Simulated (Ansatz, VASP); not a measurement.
As: VASP beside Ansatz

The input INCAR:

```
SYSTEM = As
ALGO     = Normal         ! electronic algorithm
EDIFF    = 1E-6           ! SCF threshold, eV
ENCUT    = 520            ! plane-wave cutoff, eV
ISIF     = 2              ! what is computed and relaxed
ISMEAR   = -1             ! smearing method
LASPH    = .True.         ! aspherical terms in the spheres
LCHARG   = .False.        ! write CHGCAR
LREAL    = .False.        ! projectors in reciprocal space
LWAVE    = .False.        ! write WAVECAR
NBANDS   = 8              ! bands
NELM     = 60             ! most SCF steps
PREC     = Accurate       ! precision mode
SIGMA    = 0.1            ! smearing width, eV
```

The input KPOINTS:

```
k-points
0
Gamma
  15 15 15
  0 0 0
```

Contents of POSCAR:

```
As
1.0
   -1.5772612032      1.5772612032      1.5772612032
    1.5772612032     -1.5772612032      1.5772612032
    1.5772612032      1.5772612032     -1.5772612032
As
1
Direct
    0.0000000000      0.0000000000      0.0000000000
```

Input for Ansatz:

```yaml
crystal:
  lattice:
    - [-1.5772612032, 1.5772612032, 1.5772612032]
    - [1.5772612032, -1.5772612032, 1.5772612032]
    - [1.5772612032, 1.5772612032, -1.5772612032]
  atoms:
    - { symbol: As, position: [0.0, 0.0, 0.0] }
hamiltonian:
  xc: lda
  pseudopotentials:
    kind: paw
    azcp:
      As: "pseudopotentials/As.paw.azcp"
basis:
  ecutwfc: 420
  fft_grid_basis: typed
kpoints:
  mp_grid: { grid: [15, 15, 15], shift: [0, 0, 0] }
magnetization:
  spin_polarized: false
scf:
  occupations: { method: fermi_dirac, width: 0.1 }
  lower_state_search: "off"
output:
  stress: true
```

Alike in both runs: task single point; functional LDA; k mesh 15 × 15 × 15; occupations fermi-dirac, width 0.1 eV; no spin polarisation.

```csv
,VASP,Ansatz
version,VASP 6.6.1,Ansatz 0.2.0
potentials or method,"VASP PAW LDA potentials, release 64 (As), cutoff 520 eV","plane waves (420 eV) with PAW, scalar-relativistic"
valence electrons in the cell,5,15
```

Ansatz gave:

| Property | Result |
| --- | --- |
| pressure (GPa) | 16.5 |

Which values does VASP return?

Pressure (GPa): 17.2.

Ansatz warns that its potentials were made for another functional, while VASP's fit it. LDA's correlation is that of Perdew and Zunger in VASP and of Perdew and Wang (1992) in Ansatz. VASP's potentials hold 5 valence electrons a cell and Ansatz's 15, so a difference there can come from the potentials and not from the codes.
